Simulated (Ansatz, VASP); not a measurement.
# Two plane-wave programs on Cu

The input POSCAR:

```
Cu
1.0
    0.0000000000      1.7706018915      1.7706018915
    1.7706018915      0.0000000000      1.7706018915
    1.7706018915      1.7706018915      0.0000000000
Cu
1
Direct
    0.0000000000      0.0000000000      0.0000000000
```

Contents of INCAR.step1:

```
SYSTEM = Cu
PREC = Accurate ; ENCUT = 520
EDIFF = 1E-5 ; ISMEAR = -1
SIGMA = 0.05 ; LREAL = .FALSE.
LASPH = .TRUE. ; NELM = 100
ALGO = Normal ; ISIF = 2
LWAVE = .TRUE. ; GGA = PE
NBANDS = 12
```

The input INCAR.step2:

```
SYSTEM = Cu
PREC = Accurate ; ENCUT = 520
EDIFF = 1E-6 ; ISMEAR = -1
SIGMA = 0.05 ; LREAL = .FALSE.
LASPH = .TRUE. ; NELM = 100
ALGO = Normal ; ISIF = 2
LWAVE = .FALSE. ; LCHARG = .TRUE.
GGA = PS ; LHFCALC = .TRUE.
AEXX = 0.25 ; HFSCREEN = 0.207
PRECFOCK = Normal ; LELF = .TRUE.
LVHAR = .TRUE. ; ISTART = 1
NBANDS = 12
```

The input KPOINTS:

```
Automatic mesh
0
G
  7 7 7
  0 0 0
```

The input input.yaml:

```yaml
crystal:
  lattice:
    - [0.0, 1.7706018915, 1.7706018915]
    - [1.7706018915, 0.0, 1.7706018915]
    - [1.7706018915, 1.7706018915, 0.0]
  atoms:
    - { symbol: Cu, position: [0.0, 0.0, 0.0] }
hamiltonian:
  xc:
    exchange: hjs_pbesol
    correlation: pbesol
    exx: { coeff: 0.25, omega: 0.207 }
  pseudopotentials: { kind: paw }
kpoints:
  mp_grid: { grid: [7, 7, 7] }
scf:
  occupations: { method: fermi_dirac, width: 0.05 }
output:
  forces: true
  stress: true
  eigenvalues: true
```

Alike in both runs: task single point; functional PBEsol-based screened hybrid; k mesh 7 × 7 × 7; occupations fermi-dirac, width 0.05 eV; no spin polarisation.

|  | VASP | Ansatz |
| --- | --- | --- |
| version | VASP 6.6.1 | Ansatz 0.2.0 |
| potentials or method | VASP PAW PBE potentials, release 64 (Cu) | Ansatz PAW |
| plane-wave cutoff (eV) | 520 | 420 |
| valence electrons in the cell | 11 | 19 |

|  | VASP | Ansatz | Ansatz less VASP |
| --- | --- | --- | --- |
| gap on the k mesh at the Fermi level (eV) | none | none | - |
| pressure (GPa) | 5.2 | 5.0 | -0.22 |

VASP's potentials were made for PBE, not for PBEsol-based screened hybrid. A gap of «none» marks a metal or a gap that the smearing closes. The functional is the same, so the differences come from potentials, cutoffs and numerics. VASP's potentials hold 11 valence electrons a cell and Ansatz's 19, so a difference there can come from the potentials and not from the codes.

The k mesh is coarse, so the values compare programs but aren't converged.
